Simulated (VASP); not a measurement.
# SbSe2 (P-3m1) in VASP: relaxation of cell and atoms with PBE

Aim: the relaxation of cell and atoms of SbSe2 with PBE.

All numbers are computed with VASP 6.6.1; they aren't measurements. Logs are shortened: lines on timing, memory, paths and dates and some standing lists are left out, and cuts for length are marked.

## Step 1: The cell of the first run

The structure is trigonal, space group P-3m1 (No. 164). The conventional cell has a = 3.892 Å, b = 3.892 Å, c = 6.824 Å, α = 90.00°, β = 90.00°, γ = 120.00°. Sb (site symmetry -3m) has 6 Se at 2.80 Å within 3.7 Å. Within 3.7 Å of Se (site symmetry 3m) lie 3 Sb at 2.80 Å.

## Step 2: Relaxation of cell and atoms, PBE

INCAR

```
SYSTEM = SbSe2
PREC = Accurate
ENCUT = 600
EDIFF = 1E-6
ISMEAR = 0
SIGMA = 0.1
LREAL = .False.
LASPH = .True.
NELM = 60
ALGO = Normal
ISIF = 3
LWAVE = .False.
LCHARG = .False.
GGA = PE
IBRION = 2
NSW = 100
EDIFFG = -0.01
```

KPOINTS

```
Automatic mesh
0
Gamma
  12 12 8
  0 0 0
```

POSCAR

```
SbSe2
1.0
    3.8917024690      0.0000000000      0.0000000000
   -1.9458512345      3.3703132021      0.0000000000
    0.0000000000      0.0000000000      6.8236103648
Sb Se
1 2
Direct
    0.0000000000      0.0000000000      0.0000000000
    0.6666666667      0.3333333333      0.7550102105
    0.3333333333      0.6666666667      0.2449897895
```

Potentials or basis: VASP PAW PBE potentials, release 64 (Sb, Se).

Run with:

```sh
cat potpaw_PBE.64/Sb/POTCAR potpaw_PBE.64/Se/POTCAR > POTCAR
mpirun -np 1 vasp_std > vasp.out
```

OUTCAR:

```text
SYSTEM = SbSe2
   PREC = Accurate
   ENCUT = 600
   EDIFF = 1E-6
   ISMEAR = 0
   LREAL = .False.
   LASPH = .True.
   NELM = 60
   ISIF = 3
   GGA = PE
   IBRION = 2
   NSW = 100
   EDIFFG = -0.01

 ion  position               nearest neighbor table
   1  0.000  0.000  0.000-   2 2.80   3 2.80   3 2.80   2 2.80   2 2.80   3 2.80
   2  0.667  0.333  0.755-   1 2.80   1 2.80   1 2.80
   3  0.333  0.667  0.245-   1 2.80   1 2.80   1 2.80

  LATTYP: Found a hexagonal cell.
 ALAT       =     3.8917024690
 C/A-ratio  =     1.7533741130

  Lattice vectors:

 A1 = (   3.8917024690,   0.0000000000,   0.0000000000)
 A2 = (  -1.9458512345,   3.3703132021,   0.0000000000)
 A3 = (   0.0000000000,   0.0000000000,   6.8236103648)

Analysis of symmetry for initial positions (statically):
=====================================================================
 Subroutine PRICEL returns:
 Original cell was already a primitive cell.

 Routine SETGRP: Setting up the symmetry group for a
 hexagonal supercell.

 Subroutine GETGRP returns: Found 12 space group operations
 (whereof 12 operations were pure point group operations)
 out of a pool of 24 trial point group operations.

The static configuration has the point symmetry D_3d.

Analysis of symmetry for dynamics (positions and initial velocities):
=====================================================================
 Subroutine PRICEL returns:
 Original cell was already a primitive cell.

 Routine SETGRP: Setting up the symmetry group for a
 hexagonal supercell.

 Subroutine GETGRP returns: Found 12 space group operations
 (whereof 12 operations were pure point group operations)
 out of a pool of 24 trial point group operations.

The dynamic configuration has the point symmetry D_3d.

 Subroutine INISYM returns: Found 12 space group operations
 (whereof 12 operations are pure point group operations),
 and found     1 'primitive' translations

----------------------------------------------------------------------------------------

                                     Primitive cell

  volume of cell :      89.5002

  direct lattice vectors                    reciprocal lattice vectors
     3.891702469  0.000000000  0.000000000     0.256956951  0.148354165  0.000000000
    -1.945851235  3.370313202  0.000000000     0.000000000  0.296708329  0.000000000
     0.000000000  0.000000000  6.823610365     0.000000000  0.000000000  0.146549985

  length of vectors
     3.891702469  3.891702469  6.823610365     0.296708329  0.296708329  0.146549985

  position of ions in fractional coordinates (direct lattice)
     0.000000000  0.000000000  0.000000000
     0.666666667  0.333333333  0.755010210
     0.333333333  0.666666667  0.244989790

  ion indices of the primitive-cell ions
   primitive index   ion index
                 1           1
                 2           2
                 3           3

----------------------------------------------------------------------------------------

 KPOINTS: Automatic mesh

Automatic generation of k-mesh.
 Grid dimensions read from file:
 generate k-points for:   12   12    8

 Generating k-lattice:

  Cartesian coordinates                     Fractional coordinates (reciprocal lattice)
     0.021413079  0.012362847  0.000000000     0.083333333 -0.000000000  0.000000000
     0.000000000  0.024725694  0.000000000     0.000000000  0.083333333  0.000000000
     0.000000000  0.000000000  0.018318748     0.000000000  0.000000000  0.125000000

  Length of vectors
     0.024725694  0.024725694  0.018318748

  Shift w.r.t. Gamma in fractional coordinates (k-lattice)
     0.000000000  0.000000000  0.000000000

 Subroutine IBZKPT returns following result:
 ===========================================

 Found    131 irreducible k-points:

 Following reciprocal coordinates:
            Coordinates               Weight
  0.000000  0.000000  0.000000      1.000000
  0.083333  0.000000  0.000000      6.000000
  0.166667  0.000000  0.000000      6.000000
  0.250000  0.000000  0.000000      6.000000
  0.333333  0.000000  0.000000      6.000000
  0.416667 -0.000000  0.000000      6.000000
[... 16 lines left out ...]
  0.166667  0.000000  0.125000      6.000000
  0.000000  0.166667  0.125000      6.000000
 [... further k-points ...]
   k-points           NKPTS =    131   k-points in BZ     NKDIM =    131   number of bands    NBANDS=     12
   number of dos      NEDOS =    301   number of ions     NIONS =      3
   total plane-waves  NPLWV =  57344
   dimension x,y,z NGX =    32 NGY =   32 NGZ =   56
   dimension x,y,z NGXF=    64 NGYF=   64 NGZF=  112
   ions per type =               1   2
   NGX,Y,Z   is equivalent  to a cutoff of  13.67, 13.67, 13.64 a.u.
   NGXF,Y,Z  is equivalent  to a cutoff of  27.34, 27.34, 27.29 a.u.
 SYSTEM =  SbSe2
   PREC   = accura    normal or accurate (medium, high low for compatibility)
   ISTART =      0    job   : 0-new  1-cont  2-samecut
   ICHARG =      2    charge: 1-file 2-atom 10-const
   ISPIN  =      1    spin polarized calculation?
   LNONCOLLINEAR =      F non collinear calculations
   LSORBIT =      F    spin-orbit coupling
   LASPH  =      T    aspherical Exc in radial PAW
   ENCUT  =  600.0 eV  44.10 Ry    6.64 a.u.   7.77  7.77 13.63*2*pi/ulx,y,z
   NELM   =     60;   NELMIN=  2; NELMDL= -5     # of ELM steps
   EDIFF  = 0.1E-05   stopping-criterion for ELM
   LREAL  =      F    real-space projection
   EDIFFG = -.1E-01   stopping-criterion for IOM
   NSW    =    100    number of steps for IOM
   IBRION =      2    ionic relax: 0-MD 1-quasi-New 2-CG
   NFREE  =      1    steps in history (QN), initial steepest desc. (CG)
   ISIF   =      3    stress and relaxation
   ISYM   =      2    0-nonsym 1-usesym 2-fastsym
   POTIM  = 0.5000    time-step for ionic-motion
   TEBEG  =    0.0;   TEEND  =   0.0 temperature during run
   PSTRESS=    0.0 pullay stress
   NELECT =      17.0000    total number of electrons
   NUPDOWN=      -1.0000    fix difference up-down
   EMIN   =  10.00;   EMAX   =-10.00  energy-range for DOS
   EFERMI =   0.00;   METHOD = LEGACY
   ISMEAR =     0;   SIGMA  =   0.10  broadening in eV -4-tet -1-fermi 0-gaus
   EFERMI_NEDOS =   21; number of points for ismear=-14 and -15
   IALGO  =     38    algorithm
   IMIX   =      4    mixing-type and parameters
     AMIX     =   0.40;   BMIX     =  1.00
     AMIX_MAG =   1.60;   BMIX_MAG =  1.00
  volume/ion in A,a.u.               =      29.83       201.33
  Fermi-wavevector in a.u.,A,eV,Ry     =   0.941058  1.778342 12.049188  0.885590
  Thomas-Fermi vector in A             =   2.068531
   LORBIT       =      0    0 simple, 1 ext, 2 COOP (PROOUT), +10 PAW based schemes
   GGA     = PE    functional components
   LHFCALC =     F    Hartree Fock is set to
   AEXX    =    0.0000 exact exchange contribution
   IVDW    =     0    specifies the selected vdW correction
   LEPSILON=     F    determine dielectric tensor
   LRPA    =     F    only Hartree local field effects (RPA)
 conjugate gradient relaxation of ions
 non-spin polarized calculation
 Gauss-broadening in eV      SIGMA  =   0.10
  energy-cutoff  :      600.00
  volume of cell :       89.50
 maximum number of plane-waves:      3010
   NGX = 15   NGY = 15   NGZ = 27

--------------------------------------- Ionic step        1  -------------------------------------------

 number of electron      16.9999998 magnetization

 Free energy of the ion-electron system (eV)
  ---------------------------------------------------
  ext. energy  EPLUGINS =         0.00000000
  ---------------------------------------------------
  free energy    TOTEN  =       -11.60896564 eV

  energy without entropy =      -11.59900817  energy(sigma->0) =      -11.60398690

------------------------ aborting loop because EDIFF is reached ----------------------------------------

  FORCE on cell =-STRESS in cart. coord.  units (eV):
  Direction    XX          YY          ZZ          XY          YZ          ZX
  --------------------------------------------------------------------------------------
  -------------------------------------------------------------------------------------
  Total       -0.0470186     -0.0470186     -0.0614950      0.0000000      0.0000000      0.0000000
  in kB       -0.8416977     -0.8416977     -1.1008453      0.0000000      0.0000000      0.0000000
  external PRESSURE =      -0.9280802 kB  Pullay stress =       0.0000000 kB
[... 92 lines left out ...]
  FREE ENERGIE OF THE ION-ELECTRON SYSTEM (eV)
  ---------------------------------------------------
  free  energy   TOTEN  =       -11.6090475927 eV

  energy  without entropy=      -11.5991582870  energy(sigma->0) =      -11.60410294

[... ionic steps 4 to 11 ...]

--------------------------------------- Ionic step       12  -------------------------------------------

 number of electron      17.0000000 magnetization

------------------------ aborting loop because EDIFF is reached ----------------------------------------

  FORCE on cell =-STRESS in cart. coord.  units (eV):
  Direction    XX          YY          ZZ          XY          YZ          ZX
  --------------------------------------------------------------------------------------
  -------------------------------------------------------------------------------------
  Total       -0.0633789     -0.0633789     -0.1421066     -0.0000000      0.0000000      0.0000000
  in kB       -1.1630008     -1.1630008     -2.6076523     -0.0000000      0.0000000      0.0000000
  external PRESSURE =      -1.6445513 kB  Pullay stress =       0.0000000 kB
[... 59 lines left out ...]
  energy  without entropy=      -11.6019080756  energy(sigma->0) =      -11.60639692

--------------------------------------- Ionic step       14  -------------------------------------------

 number of electron      17.0000000 magnetization

 Free energy of the ion-electron system (eV)
  ---------------------------------------------------
  ext. energy  EPLUGINS =         0.00000000
  ---------------------------------------------------
  free energy    TOTEN  =       -11.61091376 eV

  energy without entropy =      -11.60197610  energy(sigma->0) =      -11.60644493

 E-fermi :   3.7071     XC(G=0):  -8.9098

 val. band max:        3.7045299170   @ k =   0.2500   0.0833   0.5000
 cond. band min:       3.7199741196   @ k =   0.3333   0.2500   0.2500
 fundamental gap:      0.0154442025
 Fermi energy:         3.7070867363

 k-point     1 :       0.0000    0.0000    0.0000
  band No.  band energies     occupation
      1     -10.5845      2.00000
      2      -8.9846      2.00000
      3      -4.2607      2.00000
      4       2.2519      2.00000
      5       2.2519      2.00000
      6       2.2658      2.00000
      7       2.7972      2.00000
      8       2.7972      2.00000
      9       2.9435      2.00000
     10       5.4082      0.00000
     11       6.2760      0.00000
     12       6.2760      0.00000
[... 331 lines left out ...]
 k-point    24 :       0.0000    0.1667    0.1250
  band No.  band energies     occupation
      1     -10.3055      2.00000
      2      -8.8774      2.00000
      3      -4.3273      2.00000
      4       0.4653      2.00000
      5       1.4522      2.00000
      6       1.5869      2.00000
      7       2.2050      2.00000
      8       2.8941      2.00000
      9       4.0788      0.00000
     10       5.9590      0.00000
     11       6.7050      0.00000
     12       6.7468      0.00000

 [... further k-points ...]
[... 5 lines left out ...]
  --------------------------------------------------------------------------------------
  -------------------------------------------------------------------------------------
  Total        0.0086135      0.0086135      0.0089096     -0.0000000     -0.0000000      0.0000000
  in kB        0.1590587      0.1590587      0.1645280     -0.0000000     -0.0000000      0.0000000
  external PRESSURE =       0.1608818 kB  Pullay stress =       0.0000000 kB
[... 18 lines left out ...]
  FREE ENERGIE OF THE ION-ELECTRON SYSTEM (eV)
  ---------------------------------------------------
  free  energy   TOTEN  =       -11.6109137642 eV

  energy  without entropy=      -11.6019761038  energy(sigma->0) =      -11.60644493

 reached required accuracy - stopping structural energy minimisation
```

Wall time 34 min (1 thread of AMD EPYC 7R13, shared host); peak memory 0.35 GiB.

Results:

```yaml
Free_energy: -11.6109 eV
Relaxed_volume: 28.92 Å³/atom
Relaxed_cell: a = 3.890 Å, b = 3.890 Å, c = 6.621 Å, α = 90.00°, β = 90.00°, γ = 120.00°
Space_group_after_relaxing_to_0.05_Å: P-3m1 (No. 164)
Energy_gained_by_relaxing: 0.6 meV/atom
Ionic_steps: 14
Pressure_after_relaxing: 0.0 GPa
Largest_force_after_relaxing: 0.006 eV/Å
```

Forces in eV/Å, atoms in the order of the input:
```
Sb   0.000  0.000  0.000
Se   0.000  0.000 -0.006
Se   0.000  0.000  0.006
```

The path:
```tsv
step	energy change (eV)	largest force (eV/Å)	pressure (GPa)	volume (Å³)
1	0.0000	0.0120	-0.09	89.50
2	-0.0001	0.0291	0.02	89.28
3	-0.0001	0.0312	0.03	89.26
4	-0.0002	0.0281	0.03	89.18
5	-0.0004	0.0200	0.03	88.95
6	-0.0006	0.0035	0.05	88.48
7	-0.0005	0.0296	0.07	87.55
8	-0.0007	0.0056	0.05	88.21
9	-0.0007	0.0070	0.04	88.17
10	-0.0010	0.0107	0.01	88.05
11	-0.0013	0.0179	-0.05	87.80
12	-0.0017	0.0313	-0.16	87.31
13	-0.0019	0.0051	-0.04	86.94
14	-0.0019	0.0062	0.02	86.76
```

Final structure:
```cif
data_structure
_symmetry_space_group_name_H-M 'P 1'
_symmetry_Int_Tables_number 1
_cell_length_a 3.8899
_cell_length_b 3.8899
_cell_length_c 6.6210
_cell_angle_alpha 90.000
_cell_angle_beta 90.000
_cell_angle_gamma 120.000
_cell_volume 86.76
loop_
_atom_site_label
_atom_site_type_symbol
_atom_site_fract_x
_atom_site_fract_y
_atom_site_fract_z
_atom_site_occupancy
Sb1 Sb 0.00000 0.00000 0.00000 1
Se1 Se 0.66667 0.33333 0.74719 1
Se2 Se 0.33333 0.66667 0.25281 1
```

Caveat: spin-orbit coupling is left out, which moves the levels of the heavy elements; this functional lacks dispersion, which binds the layers, so the pressure and a relaxed spacing across them are unreliable.
